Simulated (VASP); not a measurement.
Input of a VASP 6.6.1 run:

File INCAR:

```
SYSTEM = Se
ALGO = Normal ; EDIFF = 1E-6
ENCUT = 520 ; ISIF = 2
ISMEAR = -1 ; LASPH = .True.
LCHARG = .True. ; LELF = .True.
LREAL = .False. ; LVHAR = .True.
LWAVE = .False. ; NBANDS = 13
NELM = 80 ; PREC = Accurate
SIGMA = 0.1
```

File KPOINTS:

```
k-points
0
Gamma
  12 12 9
  0 0 0
```

POSCAR

```
Se
1.0
    3.6234365303      0.0000000000      0.0000000000
   -1.8117182652      3.1379880843      0.0000000000
    0.0000000000      0.0000000000      3.9127565089
Se
2
Direct
    0.3333333333      0.6666666667      0.2500000000
    0.6666666667      0.3333333333      0.7500000000
```

Potentials or basis: VASP PAW LDA potentials, release 64 (Se).

The run is started by

```console
$ cat potpaw_LDA.64/Se/POTCAR > POTCAR
$ mpirun -np 1 vasp_std > vasp.out
```

(1) Estimate the pressure.

(2) Predict the band gap on the k mesh.

Results:

(1) -5.4 GPa.

(2) zero (bands 6 and 7 overlap by 2.63 eV).

Caveat: the cell stands under tension.
